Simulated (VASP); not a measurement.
Input of a VASP 6.6.1 run:

File INCAR:

```
SYSTEM = CdSe
  PREC = Accurate
  ENCUT = 520
  EDIFF = 1E-7
  ISMEAR = 0
  SIGMA = 0.02
  LREAL = .False.
  LASPH = .True.
  NELM = 80
  ALGO = Normal
  ISIF = 2
  LWAVE = .False.
  LCHARG = .True.
  GGA = PE
  LELF = .True.
  LVHAR = .True.
  NBANDS = 46
```

KPOINTS

```
Automatic mesh
0
Gamma
  4 6 4
  0 0 0
```

Contents of POSCAR:

```
CdSe
1.0
    8.6237565450      0.0000000000      0.0000000000
    0.0000000000      4.5553280801      0.0000000000
    0.0000000000      0.0000000000      7.4262473498
Cd Se
4 4
Direct
    0.8405828191      0.7500000000      0.4033005790
    0.6594171809      0.2500000000      0.9033005790
    0.3405828191      0.7500000000      0.0966994210
    0.1594171809      0.2500000000      0.5966994210
    0.8353485928      0.2500000000      0.6060220577
    0.6646514072      0.7500000000      0.1060220577
    0.3353485928      0.2500000000      0.8939779423
    0.1646514072      0.7500000000      0.3939779423
```

Potentials or basis: VASP PAW PBE potentials, release 64 (Cd, Se).

The run is started by

```bash
$ cat potpaw_PBE.64/Cd/POTCAR potpaw_PBE.64/Se/POTCAR > POTCAR
$ mpirun -np 1 vasp_std > vasp.out
```

Q: Estimate the largest force.

A: 0.013 eV/Å.

Q: Estimate the pressure.

A: -1.4 GPa.

Forces in eV/Å, atoms in the order of the input:
```
Cd  -0.010  0.000 -0.008
Cd   0.010  0.000 -0.008
Cd  -0.010  0.000  0.008
Cd   0.010  0.000  0.008
Se  -0.004  0.000  0.008
Se   0.004  0.000  0.008
Se  -0.004  0.000 -0.008
Se   0.004  0.000 -0.008
```
